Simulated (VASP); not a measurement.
# BeTe6Br (Fm-3m) in VASP: a series of runs

Runs on BeTe6Br. Level: PBE. Tasks: single point, relaxation of cell and atoms.

Program: VASP 6.6.1. These are calculated values, not measurements. Logs are shortened: lines on timing, memory, paths and dates and some standing lists are left out, and cuts for length are marked.

## 1. The cell of the first run

Symmetry: Fm-3m, No. 225, cubic system. The conventional cell has a = 9.473 Å, b = 9.473 Å, c = 9.473 Å, α = 90.00°, β = 90.00°, γ = 90.00°. Be (site symmetry m-3m) has 12 Te at 3.35 Å within 4.4 Å. Within 4.4 Å of Te (site symmetry mmm) lie 2 Be at 3.35 Å and 8 Te at 3.35 Å and 2 Br at 3.35 Å. Within 4.4 Å of Br (site symmetry m-3m) lie 12 Te at 3.35 Å.

The cell was generated, and may not be a known phase.

## 2. Single point, PBE

INCAR

```
SYSTEM = BeTe6Br
PREC = Accurate ; ENCUT = 520
EDIFF = 1E-7 ; ISMEAR = 0
SIGMA = 0.1 ; LREAL = .False.
LASPH = .True. ; NELM = 60
ALGO = Normal ; ISIF = 2
LWAVE = .False. ; LCHARG = .True.
GGA = PE ; LELF = .True.
LVHAR = .True. ; NBANDS = 32
```

KPOINTS

```
Automatic mesh
0
Gamma
  8 8 8
  0 0 0
```

POSCAR

```
BeTe6Br
1.0
    0.0000000000      4.7365118133      4.7365118133
    4.7365118133      0.0000000000      4.7365118133
    4.7365118133      4.7365118133      0.0000000000
Be Te Br
1 6 1
Direct
    0.5000000000      0.5000000000      0.5000000000
    0.5000000000      0.0000000000      0.0000000000
    0.0000000000      0.5000000000      0.5000000000
    0.0000000000      0.5000000000      0.0000000000
    0.5000000000      0.0000000000      0.5000000000
    0.0000000000      0.0000000000      0.5000000000
    0.5000000000      0.5000000000      0.0000000000
    0.0000000000      0.0000000000      0.0000000000
```

Potentials or basis: VASP PAW PBE potentials, release 64 (Be, Te, Br).

Launch:

```console
cat potpaw_PBE.64/Be/POTCAR potpaw_PBE.64/Te/POTCAR potpaw_PBE.64/Br/POTCAR > POTCAR
mpirun -np 1 vasp_std > vasp.out
```

OUTCAR:

```text
SYSTEM = BeTe6Br
   PREC = Accurate
   ENCUT = 520
   EDIFF = 1E-7
   ISMEAR = 0
   LREAL = .False.
   LASPH = .True.
   NELM = 60
   ISIF = 2
   GGA = PE

 ion  position               nearest neighbor table
   1  0.500  0.500  0.500-
   2  0.500  0.000  0.000-   5 3.35   7 3.35   5 3.35   6 3.35   4 3.35   7 3.35   4 3.35   6 3.35

   3  0.000  0.500  0.500-   4 3.35   6 3.35   4 3.35   7 3.35   5 3.35   6 3.35   5 3.35   7 3.35

   4  0.000  0.500  0.000-   3 3.35   7 3.35   3 3.35   6 3.35   2 3.35   6 3.35   2 3.35   7 3.35

   5  0.500  0.000  0.500-   2 3.35   6 3.35   2 3.35   7 3.35   3 3.35   7 3.35   3 3.35   6 3.35

   6  0.000  0.000  0.500-   3 3.35   5 3.35   2 3.35   4 3.35   3 3.35   4 3.35   2 3.35   5 3.35

   7  0.500  0.500  0.000-   2 3.35   4 3.35   3 3.35   5 3.35   2 3.35   5 3.35   3 3.35   4 3.35

   8  0.000  0.000  0.000-

  LATTYP: Found a face centered cubic cell.
 ALAT       =     9.4730236266

  Lattice vectors:

 A1 = (   0.0000000000,   4.7365118133,   4.7365118133)
 A2 = (   4.7365118133,   0.0000000000,   4.7365118133)
 A3 = (   4.7365118133,   4.7365118133,   0.0000000000)

Analysis of symmetry for initial positions (statically):
=====================================================================
 Subroutine PRICEL returns:
 Original cell was already a primitive cell.

 Routine SETGRP: Setting up the symmetry group for a
 face centered cubic supercell.

 Subroutine GETGRP returns: Found 48 space group operations
 (whereof 48 operations were pure point group operations)
 out of a pool of 48 trial point group operations.

The static configuration has the point symmetry O_h .

Analysis of symmetry for dynamics (positions and initial velocities):
=====================================================================
 Subroutine PRICEL returns:
 Original cell was already a primitive cell.

 Routine SETGRP: Setting up the symmetry group for a
 face centered cubic supercell.

 Subroutine GETGRP returns: Found 48 space group operations
 (whereof 48 operations were pure point group operations)
 out of a pool of 48 trial point group operations.

The dynamic configuration has the point symmetry O_h .

 Subroutine INISYM returns: Found 48 space group operations
 (whereof 48 operations are pure point group operations),
 and found     1 'primitive' translations

----------------------------------------------------------------------------------------

                                     Primitive cell

  volume of cell :     212.5230

  direct lattice vectors                    reciprocal lattice vectors
     0.000000000  4.736511813  4.736511813    -0.105562916  0.105562916  0.105562916
     4.736511813  0.000000000  4.736511813     0.105562916 -0.105562916  0.105562916
     4.736511813  4.736511813  0.000000000     0.105562916  0.105562916 -0.105562916

  length of vectors
     6.698439245  6.698439245  6.698439245     0.182840334  0.182840334  0.182840334

  position of ions in fractional coordinates (direct lattice)
     0.500000000  0.500000000  0.500000000
     0.500000000  0.000000000  0.000000000
     0.000000000  0.500000000  0.500000000
     0.000000000  0.500000000  0.000000000
     0.500000000  0.000000000  0.500000000
     0.000000000  0.000000000  0.500000000
     0.500000000  0.500000000  0.000000000
     0.000000000  0.000000000  0.000000000

  ion indices of the primitive-cell ions
   primitive index   ion index
                 1           1
                 2           2
                 3           3
                 4           4
                 5           5
                 6           6
                 7           7
                 8           8

----------------------------------------------------------------------------------------

 KPOINTS: Automatic mesh

Automatic generation of k-mesh.
 Grid dimensions read from file:
 generate k-points for:    8    8    8

 Generating k-lattice:

  Cartesian coordinates                     Fractional coordinates (reciprocal lattice)
    -0.013195365  0.013195365  0.013195365     0.125000000  0.000000000  0.000000000
     0.013195365 -0.013195365  0.013195365     0.000000000  0.125000000  0.000000000
     0.013195365  0.013195365 -0.013195365     0.000000000  0.000000000  0.125000000

  Length of vectors
     0.022855042  0.022855042  0.022855042

  Shift w.r.t. Gamma in fractional coordinates (k-lattice)
     0.000000000  0.000000000  0.000000000

 Subroutine IBZKPT returns following result:
 ===========================================

 Found     29 irreducible k-points:

 Following reciprocal coordinates:
            Coordinates               Weight
  0.000000  0.000000  0.000000      1.000000
  0.125000  0.000000  0.000000      8.000000
  0.250000  0.000000  0.000000      8.000000
  0.375000  0.000000  0.000000      8.000000
  0.500000  0.000000  0.000000      4.000000
  0.125000  0.125000  0.000000      6.000000
[... 16 lines left out ...]
  0.500000  0.250000  0.125000     48.000000
 -0.375000  0.250000  0.125000     24.000000
 [... further k-points ...]
   k-points           NKPTS =     29   k-points in BZ     NKDIM =     29   number of bands    NBANDS=     32
   number of dos      NEDOS =    301   number of ions     NIONS =      8
   total plane-waves  NPLWV = 125000
   dimension x,y,z NGX =    50 NGY =   50 NGZ =   50
   dimension x,y,z NGXF=   100 NGYF=  100 NGZF=  100
   ions per type =               1   6   1
   NGX,Y,Z   is equivalent  to a cutoff of  12.41, 12.41, 12.41 a.u.
   NGXF,Y,Z  is equivalent  to a cutoff of  24.82, 24.82, 24.82 a.u.
 SYSTEM =  BeTe6Br
   PREC   = accura    normal or accurate (medium, high low for compatibility)
   ISTART =      0    job   : 0-new  1-cont  2-samecut
   ICHARG =      2    charge: 1-file 2-atom 10-const
   ISPIN  =      1    spin polarized calculation?
   LNONCOLLINEAR =      F non collinear calculations
   LSORBIT =      F    spin-orbit coupling
   LASPH  =      T    aspherical Exc in radial PAW
   ENCUT  =  520.0 eV  38.22 Ry    6.18 a.u.  12.45 12.45 12.45*2*pi/ulx,y,z
   NELM   =     60;   NELMIN=  2; NELMDL= -5     # of ELM steps
   EDIFF  = 0.1E-06   stopping-criterion for ELM
   LREAL  =      F    real-space projection
   EDIFFG = 0.1E-05   stopping-criterion for IOM
   NSW    =      0    number of steps for IOM
   IBRION =     -1    ionic relax: 0-MD 1-quasi-New 2-CG
   NFREE  =      0    steps in history (QN), initial steepest desc. (CG)
   ISIF   =      2    stress and relaxation
   ISYM   =      2    0-nonsym 1-usesym 2-fastsym
   POTIM  = 0.5000    time-step for ionic-motion
   TEBEG  =    0.0;   TEEND  =   0.0 temperature during run
   PSTRESS=    0.0 pullay stress
   NELECT =      45.0000    total number of electrons
   NUPDOWN=      -1.0000    fix difference up-down
   EMIN   =  10.00;   EMAX   =-10.00  energy-range for DOS
   EFERMI =   0.00;   METHOD = LEGACY
   ISMEAR =     0;   SIGMA  =   0.10  broadening in eV -4-tet -1-fermi 0-gaus
   EFERMI_NEDOS =   21; number of points for ismear=-14 and -15
   IALGO  =     38    algorithm
   IMIX   =      4    mixing-type and parameters
     AMIX     =   0.40;   BMIX     =  1.00
     AMIX_MAG =   1.60;   BMIX_MAG =  1.00
  volume/ion in A,a.u.               =      26.57       179.27
  Fermi-wavevector in a.u.,A,eV,Ry     =   0.975762  1.843922 12.954252  0.952111
  Thomas-Fermi vector in A             =   2.106327
   LORBIT       =      0    0 simple, 1 ext, 2 COOP (PROOUT), +10 PAW based schemes
   GGA     = PE    functional components
   LHFCALC =     F    Hartree Fock is set to
   AEXX    =    0.0000 exact exchange contribution
   IVDW    =     0    specifies the selected vdW correction
   LEPSILON=     F    determine dielectric tensor
   LRPA    =     F    only Hartree local field effects (RPA)
 non-spin polarized calculation
 Gauss-broadening in eV      SIGMA  =   0.10
  energy-cutoff  :      520.00
  volume of cell :      212.52
 maximum number of plane-waves:      5769
 NGX is ok and might be reduce to    50
   NGX = 25   NGY = 25   NGZ = 25

 number of electron      45.0000005 magnetization

 Free energy of the ion-electron system (eV)
  ---------------------------------------------------
  ext. energy  EPLUGINS =         0.00000000
  ---------------------------------------------------
  free energy    TOTEN  =       -19.95288120 eV

  energy without entropy =      -19.92245445  energy(sigma->0) =      -19.93766783

 E-fermi :   6.9251     XC(G=0):  -9.8800

 val. band max:        6.9193896882   @ k =   0.5000   0.2500   0.0000
 cond. band min:       6.9654865071   @ k =   0.3750   0.3750   0.0000
 fundamental gap:      0.0460968189
 Fermi energy:         6.9251156632

 k-point     1 :       0.0000    0.0000    0.0000
  band No.  band energies     occupation
      1      -8.1954      2.00000
      2      -6.0562      2.00000
      3      -4.1333      2.00000
      4      -4.1333      2.00000
      5      -4.1333      2.00000
      6      -2.8250      2.00000
[... 24 lines left out ...]
     31      11.5559      0.00000
     32      11.5559      0.00000

 k-point     2 :       0.1250    0.0000    0.0000
  band No.  band energies     occupation
      1      -8.1721      2.00000
      2      -6.0368      2.00000
      3      -4.3032      2.00000
      4      -4.1060      2.00000
      5      -4.1060      2.00000
      6      -2.9168      2.00000
[... 24 lines left out ...]
     31      11.3625      0.00000
     32      11.6567      0.00000
[... 733 lines left out ...]
     31      10.5114      0.00000
     32      11.1474      0.00000

 k-point    24 :      -0.3750    0.2500    0.1250
  band No.  band energies     occupation
      1      -7.9988      2.00000
      2      -5.5782      2.00000
      3      -5.3778      2.00000
      4      -4.1981      2.00000
      5      -4.0928      2.00000
      6      -3.3789      2.00000
[... 24 lines left out ...]
     31      10.4920      0.00000
     32      11.0540      0.00000

 [... further k-points ...]

------------------------ aborting loop because EDIFF is reached ----------------------------------------

  FORCE on cell =-STRESS in cart. coord.  units (eV):
  Direction    XX          YY          ZZ          XY          YZ          ZX
  --------------------------------------------------------------------------------------
  -------------------------------------------------------------------------------------
  Total       -0.1597296     -0.1597296     -0.1597296      0.0000000     -0.0000000      0.0000000
  in kB       -1.2041764     -1.2041764     -1.2041764      0.0000000     -0.0000000      0.0000000
  external PRESSURE =      -1.2041764 kB  Pullay stress =       0.0000000 kB

 VOLUME and BASIS-vectors are now :
 -----------------------------------------------------------------------------
  energy-cutoff  :      520.00
  volume of cell :      212.52
      direct lattice vectors                 reciprocal lattice vectors
     0.000000000  4.736511813  4.736511813    -0.105562916  0.105562916  0.105562916
     4.736511813  0.000000000  4.736511813     0.105562916 -0.105562916  0.105562916
     4.736511813  4.736511813  0.000000000     0.105562916  0.105562916 -0.105562916

 POSITION                                       TOTAL-FORCE (eV/Angst)
 -----------------------------------------------------------------------------------
      4.73651      4.73651      4.73651        -0.000000      0.000000      0.000000
      0.00000      2.36826      2.36826        -0.000000      0.000000     -0.000000
      4.73651      2.36826      2.36826         0.000000      0.000000     -0.000000
      2.36826      0.00000      2.36826        -0.000000      0.000000      0.000000
      2.36826      4.73651      2.36826        -0.000000      0.000000      0.000000
      2.36826      2.36826      0.00000         0.000000     -0.000000      0.000000
      2.36826      2.36826      4.73651         0.000000     -0.000000     -0.000000
      0.00000      0.00000      0.00000        -0.000000      0.000000      0.000000
 -----------------------------------------------------------------------------------
    total drift:                                0.000000     -0.000000      0.000000

  FREE ENERGIE OF THE ION-ELECTRON SYSTEM (eV)
  ---------------------------------------------------
  free  energy   TOTEN  =       -19.9528812030 eV

  energy  without entropy=      -19.9224544526  energy(sigma->0) =      -19.93766783
```

It took 8.7 min on 1 thread of AMD EPYC 7R13, shared host; peak memory 0.42 GiB.

Results:

```yaml
Free_energy: -19.9529 eV
Pressure: -0.1 GPa
Band_gap_on_the_k_mesh: zero (an odd number of electrons rules out a gap without spin polarisation)
```

Levels at points of the mesh, in eV from the Fermi level:
```
           k point  band 20  band 21  band 22  band 23  band 24  band 25
(0.00, 0.00, 0.00)    -0.52    -0.52     1.95     1.95     1.99     1.99
(0.50, 0.00, 0.00)    -1.59    -0.64    -0.64     0.39     0.56     0.59
(0.50, 0.50, 0.00)    -2.01    -1.84    -1.61     0.13     0.13     0.92
```

Caveat: spin-orbit coupling is left out, which moves the levels of the heavy elements; an odd number of electrons without spin polarisation forces a metal; a magnetic or distorted state may lie lower.

## 3. Relaxation of cell and atoms, PBE

This run uses another cell than the first one, of 37.41 Å³/atom.

INCAR

```
SYSTEM = BeTe6Br
  PREC = Accurate
  ENCUT = 600
  EDIFF = 1E-7
  ISMEAR = 0
  SIGMA = 0.1
  LREAL = .FALSE.
  LASPH = .TRUE.
  NELM = 100
  ALGO = Normal
  ISIF = 3
  LWAVE = .FALSE.
  LCHARG = .FALSE.
  GGA = PE
  IBRION = 2
  NSW = 90
  EDIFFG = -0.04
```

KPOINTS

```
regular mesh
0
G
  4 4 4
  0 0 0
```

Changes to POSCAR since step 2:

```diff
@@ -2,5 +2,5 @@
 1.0
-    0.0000000000      4.7365118133      4.7365118133
-    4.7365118133      0.0000000000      4.7365118133
-    4.7365118133      4.7365118133      0.0000000000
+    0.0000000000      5.3089469700      5.3089469700
+    5.3089469700      0.0000000000      5.3089469700
+    5.3089469700      5.3089469700      0.0000000000
 Be Te Br
```

Potentials or basis: VASP PAW PBE potentials, release 64 (Be, Te, Br).

Launch:

```console
cat potpaw_PBE.64/Be/POTCAR potpaw_PBE.64/Te/POTCAR potpaw_PBE.64/Br/POTCAR > POTCAR
mpirun -np 1 vasp_std > vasp.out
```

Wall time 16 min (1 thread of AMD EPYC 7R13, shared host); peak memory 0.56 GiB.

Results (log left out):

```yaml
Free_energy: -19.9708 eV
Relaxed_volume: 26.43 Å³/atom
Relaxed_cell: a = 6.687 Å, b = 6.687 Å, c = 6.687 Å, α = 60.00°, β = 60.00°, γ = 60.00°
Space_group_after_relaxing_to_0.1_Å: Fm-3m (No. 225)
Energy_gained_by_relaxing: 370.4 meV/atom
Ionic_steps: 4
Pressure_after_relaxing: 0.0 GPa
Band_gap_on_the_k_mesh: zero (an odd number of electrons rules out a gap without spin polarisation)
```

Step by step:
| step | energy change (eV) | largest force (eV/Å) | pressure (GPa) | volume (Å³) |
| --- | --- | --- | --- | --- |
| 1 | 0.0000 | 0.0000 | -7.62 | 299.26 |
| 2 | -2.7723 | 0.0000 | -3.32 | 228.63 |
| 3 | -2.9615 | 0.0000 | -0.34 | 212.99 |
| 4 | -2.9630 | 0.0000 | 0.04 | 211.41 |

Final structure:
```xyz
8
Lattice="0.0000 4.7282 4.7282 4.7282 0.0000 4.7282 4.7282 4.7282 0.0000" Properties=species:S:1:pos:R:3 pbc="T T T"
Be    4.7282    4.7282    4.7282
Te    4.7282    7.0924    2.3641
Te    4.7282    7.0924    7.0924
Te    2.3641    4.7282    7.0924
Te    7.0924    4.7282    7.0924
Te    7.0924    7.0924    9.4565
Te    2.3641    2.3641    4.7282
Br    9.4565    9.4565    9.4565
```

Levels at points of the mesh, in eV from the Fermi level:
```
           k point  band 19  band 20  band 21  band 22  band 23  band 24  band 25  band 26
(0.00, 0.00, 0.00)    -0.60    -0.60    -0.60     1.87     1.87     1.91     1.91     1.91
(0.50, 0.00, 0.00)    -1.69    -1.69    -0.74    -0.74     0.25     0.48     0.52     1.27
(0.50, 0.50, 0.00)    -2.11    -2.11    -1.94    -1.71     0.05     0.05     0.84     0.84
```

Caveat: the volume moved by over 15 % at a fixed basis, so the end points are rough; spin-orbit coupling is left out, which moves the levels of the heavy elements; an odd number of electrons without spin polarisation forces a metal; a magnetic or distorted state may lie lower.

[end of part 1 of 2]

The gap in the log of VASP goes by the Fermi energy; the results here count the filled bands.